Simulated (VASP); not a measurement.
# GaAs in VASP: notebook

GaAs is run at these levels: PBE; tasks: single point.

Everything below comes from runs of VASP 6.6.1. Logs are shortened: lines on timing, memory, paths and dates and some standing lists are left out, and cuts for length are marked.

## Step 1: The cell of the first run

The cell holds a slab with vacuum, 16 atoms: a = 8.125 Å, b = 8.125 Å, c = 20.146 Å, α = 90.00°, β = 90.00°, γ = 120.00°.

## Step 2: Single point, PBE

Input file INCAR:

```
PREC     = Accurate       # precision mode
ENCUT    = 520            # plane-wave cutoff, eV
EDIFF    = 1E-6           # SCF threshold, eV
ISMEAR   = 0              # smearing method
SIGMA    = 0.05           # smearing width, eV
LREAL    = Auto         
LASPH    = True           # aspherical terms in the spheres
NELM     = 60             # most SCF steps
ALGO     = Normal         # electronic algorithm
ISIF     = 2              # what is computed and relaxed
LWAVE    = False          # write WAVECAR
LCHARG   = False          # write CHGCAR
LDIPOL   = True         
IDIPOL   = 3            
DIPOL    = 0.5 0.5 0.503
GGA      = PE             # functional
NBANDS   = 86             # bands
```

Input file KPOINTS:

```
Automatic mesh
0
Gamma
  2 2 1
```

Input file POSCAR:

```
GaAs
1.0
    8.1252007246      0.0000000000      0.0000000000
   -4.0626003623      7.0366302384      0.0000000000
    0.0000000000      0.0000000000     20.1463741319
As Ga
8 8
Direct
    0.5000000000      0.0000000000      0.3970937871
    0.5000000000      0.5000000000      0.3970937871
    0.0000000000      0.0000000000      0.3970937871
    0.0000000000      0.5000000000      0.3970937871
    0.6666666667      0.8333333333      0.5749660811
    0.6666666667      0.3333333333      0.5749660811
    0.1666666667      0.8333333333      0.5749660811
    0.1666666667      0.3333333333      0.5749660811
    0.1666666667      0.8333333333      0.4382562722
    0.1666666667      0.3333333333      0.4382562722
    0.6666666667      0.8333333333      0.4382562722
    0.6666666667      0.3333333333      0.4382562722
    0.3333333333      0.6666666667      0.6001141598
    0.3333333333      0.1666666667      0.6001141598
    0.8333333333      0.6666666667      0.6001141598
    0.8333333333      0.1666666667      0.6001141598
```

Potentials or basis: VASP PAW PBE potentials, release 64 (As, Ga_d).

Command:

```sh
$ cat potpaw_PBE.64/As/POTCAR potpaw_PBE.64/Ga_d/POTCAR > POTCAR
$ mpirun -np 1 vasp_std > vasp.out
```

OUTCAR:

```text
PREC = Accurate
   ENCUT = 520
   EDIFF = 1E-6
   ISMEAR = 0
   LREAL = Auto
   LASPH = True
   NELM = 60
   ISIF = 2
   GGA = PE

 ion  position               nearest neighbor table
   1  0.500  0.000  0.397-   9 2.49  12 2.49  11 2.49
   2  0.500  0.500  0.397-  10 2.49  11 2.49  12 2.49
   3  0.000  0.000  0.397-  11 2.49  10 2.49   9 2.49
   4  0.000  0.500  0.397-  12 2.49   9 2.49  10 2.49
   5  0.667  0.833  0.575-  15 2.40  13 2.40  16 2.40  11 2.75
   6  0.667  0.333  0.575-  16 2.40  14 2.40  15 2.40  12 2.75
   7  0.167  0.833  0.575-  13 2.40  15 2.40  14 2.40   9 2.75
   8  0.167  0.333  0.575-  14 2.40  16 2.40  13 2.40  10 2.75
   9  0.167  0.833  0.438-   1 2.49   4 2.49   3 2.49   7 2.75
  10  0.167  0.333  0.438-   2 2.49   3 2.49   4 2.49   8 2.75
  11  0.667  0.833  0.438-   3 2.49   2 2.49   1 2.49   5 2.75
  12  0.667  0.333  0.438-   4 2.49   1 2.49   2 2.49   6 2.75
  13  0.333  0.667  0.600-   7 2.40   5 2.40   8 2.40
  14  0.333  0.167  0.600-   8 2.40   6 2.40   7 2.40
  15  0.833  0.667  0.600-   5 2.40   7 2.40   6 2.40
  16  0.833  0.167  0.600-   6 2.40   8 2.40   5 2.40

  LATTYP: Found a hexagonal cell.
 ALAT       =     8.1252007246
 C/A-ratio  =     2.4794924845

  Lattice vectors:

 A1 = (   8.1252007246,   0.0000000000,   0.0000000000)
 A2 = (  -4.0626003623,   7.0366302384,   0.0000000000)
 A3 = (   0.0000000000,   0.0000000000,  20.1463741319)

Analysis of symmetry for initial positions (statically):
=====================================================================
 Subroutine PRICEL returns following result:

  LATTYP: Found a hexagonal cell.
 ALAT       =     4.0626003623
 C/A-ratio  =     4.9589849690

  Lattice vectors:

 A1 = (   4.0626003623,   0.0000000000,   0.0000000000)
 A2 = (  -2.0313001812,   3.5183151192,   0.0000000000)
 A3 = (   0.0000000000,   0.0000000000,  20.1463741319)

   4 primitive cells build up your supercell.

 Routine SETGRP: Setting up the symmetry group for a
 hexagonal supercell.

 Subroutine GETGRP returns: Found  6 space group operations
 (whereof  6 operations were pure point group operations)
 out of a pool of 24 trial point group operations.

The static configuration has the point symmetry C_3v.

Analysis of symmetry for dynamics (positions and initial velocities):
=====================================================================
 Subroutine PRICEL returns following result:

  LATTYP: Found a hexagonal cell.
 ALAT       =     4.0626003623
 C/A-ratio  =     4.9589849690

  Lattice vectors:

 A1 = (   4.0626003623,   0.0000000000,   0.0000000000)
 A2 = (  -2.0313001812,   3.5183151192,   0.0000000000)
 A3 = (   0.0000000000,   0.0000000000,  20.1463741319)

   4 primitive cells build up your supercell.

 Routine SETGRP: Setting up the symmetry group for a
 hexagonal supercell.

 Subroutine GETGRP returns: Found  6 space group operations
 (whereof  6 operations were pure point group operations)
 out of a pool of 24 trial point group operations.

The dynamic configuration has the point symmetry C_3v.

 Subroutine INISYM returns: Found  6 space group operations
 (whereof  6 operations are pure point group operations),
 and found     4 'primitive' translations

----------------------------------------------------------------------------------------

                                     Primitive cell

  volume of cell :     287.9624

  direct lattice vectors                    reciprocal lattice vectors
     4.062600362  0.000000000  0.000000000     0.246147765  0.142113478  0.000000000
    -2.031300181  3.518315119  0.000000000     0.000000000  0.284226957  0.000000000
     0.000000000  0.000000000 20.146374132     0.000000000  0.000000000  0.049636723

  length of vectors
     4.062600362  4.062600362 20.146374132     0.284226957  0.284226957  0.049636723

  position of ions in fractional coordinates (direct lattice)
     1.000000000  0.000000000  0.397093787
     0.333333333  0.666666667  0.574966081
     0.333333333  0.666666667  0.438256272
     0.666666667  0.333333333  0.600114160

  ion indices of the primitive-cell ions
   primitive index   ion index
                 1           1
                 2           5
                 3          11
                 4          14

----------------------------------------------------------------------------------------

 KPOINTS: Automatic mesh

Automatic generation of k-mesh.
 Grid dimensions read from file:
 generate k-points for:    2    2    1

 Generating k-lattice:

  Cartesian coordinates                     Fractional coordinates (reciprocal lattice)
     0.061536941  0.035528370  0.000000000     0.500000000 -0.000000000  0.000000000
     0.000000000  0.071056739  0.000000000     0.000000000  0.500000000  0.000000000
     0.000000000  0.000000000  0.049636723     0.000000000  0.000000000  1.000000000

  Length of vectors
     0.071056739  0.071056739  0.049636723

  Shift w.r.t. Gamma in fractional coordinates (k-lattice)
     0.000000000  0.000000000  0.000000000

 Subroutine IBZKPT returns following result:
 ===========================================

 Found      2 irreducible k-points:

 Following reciprocal coordinates:
            Coordinates               Weight
  0.000000  0.000000  0.000000      1.000000
  0.500000 -0.000000  0.000000      3.000000
   k-points           NKPTS =      2   k-points in BZ     NKDIM =      2   number of bands    NBANDS=     86
   number of dos      NEDOS =    301   number of ions     NIONS =     16
   total plane-waves  NPLWV = 540000
   dimension x,y,z NGX =    60 NGY =   60 NGZ =  150
   dimension x,y,z NGXF=   120 NGYF=  120 NGZF=  300
   ions per type =               8   8
   NGX,Y,Z   is equivalent  to a cutoff of  12.28, 12.28, 12.38 a.u.
   NGXF,Y,Z  is equivalent  to a cutoff of  24.55, 24.55, 24.76 a.u.
 SYSTEM =  unknown system
   PREC   = accura    normal or accurate (medium, high low for compatibility)
   ISTART =      0    job   : 0-new  1-cont  2-samecut
   ICHARG =      2    charge: 1-file 2-atom 10-const
   ISPIN  =      1    spin polarized calculation?
   LNONCOLLINEAR =      F non collinear calculations
   LSORBIT =      F    spin-orbit coupling
   LASPH  =      T    aspherical Exc in radial PAW
   ENCUT  =  520.0 eV  38.22 Ry    6.18 a.u.  15.11 15.11 37.46*2*pi/ulx,y,z
   NELM   =     60;   NELMIN=  2; NELMDL= -5     # of ELM steps
   EDIFF  = 0.1E-05   stopping-criterion for ELM
   LREAL  =      T    real-space projection
   EDIFFG = 0.1E-04   stopping-criterion for IOM
   NSW    =      0    number of steps for IOM
   IBRION =     -1    ionic relax: 0-MD 1-quasi-New 2-CG
   NFREE  =      0    steps in history (QN), initial steepest desc. (CG)
   ISIF   =      2    stress and relaxation
   ISYM   =      2    0-nonsym 1-usesym 2-fastsym
   POTIM  = 0.5000    time-step for ionic-motion
   TEBEG  =    0.0;   TEEND  =   0.0 temperature during run
   PSTRESS=    0.0 pullay stress
   NELECT =     144.0000    total number of electrons
   NUPDOWN=      -1.0000    fix difference up-down
   EMIN   =  10.00;   EMAX   =-10.00  energy-range for DOS
   EFERMI =   0.00;   METHOD = LEGACY
   ISMEAR =     0;   SIGMA  =   0.05  broadening in eV -4-tet -1-fermi 0-gaus
   EFERMI_NEDOS =   21; number of points for ismear=-14 and -15
   IALGO  =     38    algorithm
   IMIX   =      4    mixing-type and parameters
     AMIX     =   0.40;   BMIX     =  1.00
     AMIX_MAG =   1.60;   BMIX_MAG =  1.00
  volume/ion in A,a.u.               =      71.99       485.82
  Fermi-wavevector in a.u.,A,eV,Ry     =   0.818585  1.546901  9.117010  0.670081
  Thomas-Fermi vector in A             =   1.929238
   LORBIT       =      0    0 simple, 1 ext, 2 COOP (PROOUT), +10 PAW based schemes
   GGA     = PE    functional components
   LHFCALC =     F    Hartree Fock is set to
   AEXX    =    0.0000 exact exchange contribution
   IVDW    =     0    specifies the selected vdW correction
   LEPSILON=     F    determine dielectric tensor
   LRPA    =     F    only Hartree local field effects (RPA)
 non-spin polarized calculation
 Gauss-broadening in eV      SIGMA  =   0.05
  energy-cutoff  :      520.00
  volume of cell :     1151.85
 maximum number of plane-waves:     31054
   NGX = 31   NGY = 31   NGZ = 75

 number of electron     143.9999951 magnetization

 dipolmoment           0.000000      0.000000     -0.631627 electrons x Angstroem

 Free energy of the ion-electron system (eV)
  ---------------------------------------------------
  ext. energy  EPLUGINS =         0.00000000
  ---------------------------------------------------
  free energy    TOTEN  =       -59.92503412 eV

  energy without entropy =      -59.91092915  energy(sigma->0) =      -59.91798164

 E-fermi :  -1.7760     XC(G=0):  -3.7641

 val. band max:       -1.7759833441   @ k =   0.0000   0.0000   0.0000
 cond. band min:      -1.7759815849   @ k =   0.0000   0.0000   0.0000
 fundamental gap:      0.0000017592
 Fermi energy:        -1.7759823428

 k-point     1 :       0.0000    0.0000    0.0000
  band No.  band energies     occupation
      1     -17.4848      2.00000
      2     -17.4619      2.00000
      3     -17.4619      2.00000
      4     -17.4619      2.00000
      5     -17.3999      2.00000
      6     -17.3999      2.00000
[... 76 lines left out ...]
     83       0.3241      0.00000
     84       0.3951      0.00000

 k-point     2 :       0.5000   -0.0000    0.0000
  band No.  band energies     occupation
      1     -17.4694      2.00000
      2     -17.4694      2.00000
      3     -17.4536      2.00000
      4     -17.4536      2.00000
      5     -17.4035      2.00000
      6     -17.4035      2.00000
[... 76 lines left out ...]
     83       1.9479      0.00000
     84       1.9479      0.00000
 [bands above 84 left out]

------------------------ aborting loop because EDIFF is reached ----------------------------------------

 vacuum level on the upper side and lower side of the slab       (xc-potential included)        -0.978         0.967

  FORCE on cell =-STRESS in cart. coord.  units (eV):
  Direction    XX          YY          ZZ          XY          YZ          ZX
  --------------------------------------------------------------------------------------
  -------------------------------------------------------------------------------------
  Total        3.6667883      3.6667883     -0.4874378      0.0000000      0.0000000      0.0000000
  in kB        5.1003584      5.1003584     -0.6780068      0.0000000      0.0000000      0.0000000
  external PRESSURE =       3.1742367 kB  Pullay stress =       0.0000000 kB

 VOLUME and BASIS-vectors are now :
 -----------------------------------------------------------------------------
  energy-cutoff  :      520.00
  volume of cell :     1151.85
      direct lattice vectors                 reciprocal lattice vectors
     8.125200725  0.000000000  0.000000000     0.123073883  0.071056739  0.000000000
    -4.062600362  7.036630238  0.000000000     0.000000000  0.142113478  0.000000000
     0.000000000  0.000000000 20.146374132     0.000000000  0.000000000  0.049636723

 POSITION                                       TOTAL-FORCE (eV/Angst)
 -----------------------------------------------------------------------------------
      4.06260      0.00000      8.00000        -0.000000      0.000000      0.162214
      2.03130      3.51832      8.00000        -0.000000      0.000000      0.162214
      0.00000      0.00000      8.00000        -0.000000      0.000000      0.162214
     -2.03130      3.51832      8.00000        -0.000000      0.000000      0.162214
      2.03130      5.86386     11.58348        -0.000000     -0.000000      0.008899
      4.06260      2.34554     11.58348         0.000000      0.000000      0.008899
[... 8 lines left out ...]
      4.06260      4.69109     12.09012        -0.000000      0.000000     -0.007192
      6.09390      1.17277     12.09012         0.000000      0.000000     -0.007192
 -----------------------------------------------------------------------------------
    total drift:                               -0.000017      0.000005      0.036112

  FREE ENERGIE OF THE ION-ELECTRON SYSTEM (eV)
  ---------------------------------------------------
  free  energy   TOTEN  =       -59.9250341216 eV

  energy  without entropy=      -59.9109291515  energy(sigma->0) =      -59.91798164

 vacuum level on the upper side and lower side of the slab         1.687         3.685
```

It took 12 min on 1 thread of AMD EPYC 7R13 (Zen 3), shared host; peak memory 0.95 GiB.

What came out:

```
Free energy            : -59.9250 eV
Largest force          : 0.164 eV/Å
Band gap on the k mesh : zero (filled and empty bands touch)
```

Forces on the atoms (eV/Å):
```
As   0.000  0.000  0.162
As   0.000  0.000  0.162
As   0.000  0.000  0.162
As   0.000  0.000  0.162
As   0.000  0.000  0.009
As   0.000  0.000  0.009
As   0.000  0.000  0.009
As   0.000  0.000  0.009
Ga   0.000  0.000 -0.164
Ga   0.000  0.000 -0.164
Ga   0.000  0.000 -0.164
Ga   0.000  0.000 -0.164
Ga   0.000  0.000 -0.007
Ga   0.000  0.000 -0.007
Ga   0.000  0.000 -0.007
Ga   0.000  0.000 -0.007
```

Caveat: the k points lie up to 0.45 Å⁻¹ apart.

## Step 3: Single point, PBE

This run uses another cell than the first one, of 89.20 Å³/atom, 1.239 times its volume.

Input file INCAR:

```
SYSTEM = GaAs
PREC = Accurate ; ENCUT = 520
EDIFF = 1E-6 ; ISMEAR = 0
SIGMA = 0.05 ; LREAL = Auto
LASPH = .True. ; NELM = 60
ALGO = Normal ; ISIF = 2
LWAVE = .False. ; LCHARG = .True.
LDIPOL = .True. ; IDIPOL = 3
DIPOL = 0.5 0.5 0.406 ; GGA = PE
LELF = .True. ; LVHAR = .True.
LVACPOTAV = .True. ; NBANDS = 86
```

Input file KPOINTS:

```
regular mesh
0
Gamma
  2 2 1
  0 0 0
```

Input file POSCAR:

```
GaAs
1.0
    8.1252007246      0.0000000000      0.0000000000
   -4.0626003623      7.0366302384      0.0000000000
    0.0000000000      0.0000000000     24.9622741319
As Ga
8 8
Direct
    0.5000000000      0.0000000000      0.3204836209
    0.5000000000      0.5000000000      0.3204836209
    0.0000000000      0.0000000000      0.3204836209
    0.0000000000      0.5000000000      0.3204836209
    0.6665829609      0.8337895582      0.4645131799
    0.6652200321      0.3330639551      0.4639684266
    0.1666240505      0.8340610525      0.4638145416
    0.1667804957      0.3333360010      0.4637000907
    0.1666666667      0.8333333333      0.3537047458
    0.1666666667      0.3333333333      0.3537047458
    0.6666666667      0.8333333333      0.3537047458
    0.6666666667      0.3333333333      0.3537047458
    0.3322519654      0.6664506195      0.4835668335
    0.3325346041      0.1666351166      0.4868907498
    0.8333815258      0.6662885971      0.4835960878
    0.8335925340      0.1681869728      0.4835110928
```

Potentials or basis: VASP PAW PBE potentials, release 64 (As, Ga_d).

Command:

```sh
$ cat potpaw_PBE.64/As/POTCAR potpaw_PBE.64/Ga_d/POTCAR > POTCAR
$ mpirun -np 1 vasp_std > vasp.out
```

Run time: 29 min. Hardware: 1 thread of Intel Xeon 6975P-C, shared host; peak memory 1.3 GiB.

It converged, with:

```
Free energy            : -59.9221 eV
Largest force          : 0.179 eV/Å
Band gap on the k mesh : zero (filled and empty bands touch)
```

Forces on the atoms (eV/Å):
```
As   0.003 -0.002  0.152
As   0.000  0.005  0.152
As  -0.005 -0.002  0.152
As  -0.001  0.000  0.172
As   0.000  0.000 -0.011
As  -0.065 -0.037  0.026
As   0.000  0.074  0.031
As   0.063 -0.040  0.027
Ga   0.001  0.027 -0.172
Ga   0.025 -0.014 -0.176
Ga   0.000 -0.001 -0.138
Ga  -0.024 -0.014 -0.168
Ga   0.027  0.020  0.009
Ga   0.002 -0.002 -0.073
Ga  -0.026  0.020  0.009
Ga   0.001 -0.035  0.011
```

Levels at points of the mesh, in eV from the Fermi level:
```
           k point  band 70  band 71  band 72  band 73  band 74  band 75
(0.00, 0.00, 0.00)    -0.99    -0.15     0.00     0.00     0.64     0.76
(0.50, 0.00, 0.00)    -0.76    -0.44    -0.43     0.62     0.72     1.03
(0.00, 0.50, 0.00)    -0.76    -0.44    -0.43     0.62     0.72     1.03
(0.50, 0.50, 0.00)    -0.76    -0.44    -0.43     0.62     0.73     1.03
```

Caveat: the k points lie up to 0.45 Å⁻¹ apart.
